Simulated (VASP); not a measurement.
Ta3AsAu2O13, 19 atoms in the cell. It takes space group R3m (No. 160, trigonal). Conventional cell: a = 10.485 Å, b = 10.485 Å, c = 12.428 Å, α = 90.00°, β = 90.00°, γ = 120.00°. Ta (site symmetry m) has 5 O at 1.82 to 2.11 Å within 2.4 Å. Within 2.3 Å of As (site symmetry 3m) lie 3 O at 1.76 Å. Within 2.9 Å of Au (site symmetry 3m) lie 3 O at 2.21 Å and 1 Au at 2.67 Å. Within 3.2 Å of Au (site symmetry 3m) lie 1 As at 2.39 Å and 1 Au at 2.67 Å. O (site symmetry m) has 1 As at 1.76 Å and 1 Ta at 1.93 Å within 2.3 Å. O (site symmetry 1) has 1 O at 1.44 Å within 1.9 Å. O (site symmetry m) has 1 Ta at 1.82 Å and 1 Au at 2.21 Å within 2.4 Å. O (site symmetry 3m) has 3 Ta at 2.11 Å and 9 O at 2.63 to 2.80 Å within 2.8 Å. 

- Program: VASP 6.6.1
- Task: single point
- Functional: BLYP
- Potentials or basis: VASP PAW PBE potentials, release 64 (Ta_pv, As, Au, O)
- Cutoff: 520 eV
- k mesh: 3 × 3 × 3
- Occupations: fermi-dirac, width 0.05 eV
- Spin: no spin polarisation
- Dipole correction: no
- Further INCAR settings: LREAL = Auto; ALGO = Normal; EDIFF = 1e-07; NBANDS = 84

Potentials or basis: VASP PAW PBE potentials, release 64 (Ta_pv, As, Au, O).

The run is started by

```sh
$ cat potpaw_PBE.64/Ta_pv/POTCAR potpaw_PBE.64/As/POTCAR potpaw_PBE.64/Au/POTCAR potpaw_PBE.64/O/POTCAR > POTCAR
$ mpirun -np 1 vasp_std > vasp.out
```

Hardware: 1 thread of Intel(R) Xeon(R) Platinum 8488C (Sapphire Rapids) (shared host).

Problem. Estimate the wall time of this run.

Solution. Run time: 5.3 min on 1 thread of Intel(R) Xeon(R) Platinum 8488C (Sapphire Rapids), on a shared host, peak memory 0.49 GiB. Counts: scf iterations 19, k points 6.
